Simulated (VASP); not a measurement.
Input of a VASP 6.6.1 run:

Contents of POSCAR:

```
MgS
1.0
    3.6109100000      0.0000000000      0.0000000000
   -1.8054500000      3.1271400000      0.0000000000
    0.0000000000      0.0000000000      3.3052600000
Mg S
1 1
Direct
    0.0000000000      0.0000000000      0.5000000000
    0.6666700000      0.3333300000      0.0000000000
```

Contents of INCAR.step1:

```
PREC = Accurate
ENCUT = 520
EDIFF = 1E-5
ISMEAR = -1
SIGMA = 0.05
LREAL = False
LASPH = True
NELM = 80
ALGO = Normal
ISIF = 2
LWAVE = True
LCHARG = False
NBANDS = 11
GGA = PE
```

Contents of INCAR.step2:

```
PREC = Accurate
ENCUT = 520
EDIFF = 1E-6
ISMEAR = -1
SIGMA = 0.05
LREAL = False
LASPH = True
NELM = 80
ALGO = Normal
ISIF = 2
LWAVE = False
LCHARG = False
GGA = B3
LHFCALC = True
AEXX = 0.2
AGGAX = 0.72
AGGAC = 0.81
ALDAC = 0.19
PRECFOCK = Normal
NBANDS = 11
ISTART = 1
```

File KPOINTS:

```
Automatic mesh
0
Gamma
  5 5 4
```

Potentials or basis: VASP PAW PBE potentials, release 64 (Mg, S).

Command:

```sh
$ cat potpaw_PBE.64/Mg/POTCAR potpaw_PBE.64/S/POTCAR > POTCAR
$ cp INCAR.step1 INCAR
$ mpirun -np 1 vasp_std > vasp.out
$ cp INCAR.step2 INCAR
$ mpirun -np 1 vasp_std > vasp.out
```

(1) Predict the band gap on the k mesh.

(2) Estimate the pressure.

## Answers

(1) 3.04 eV (least direct gap 3.92 eV).

(2) 0.5 GPa.

Caveat: the k points lie up to 0.48 Å⁻¹ apart; the PAW data sets were made with another functional, which shifts forces and pressure a little; an odd mesh through Γ misses points on the zone boundary, where band edges can lie.
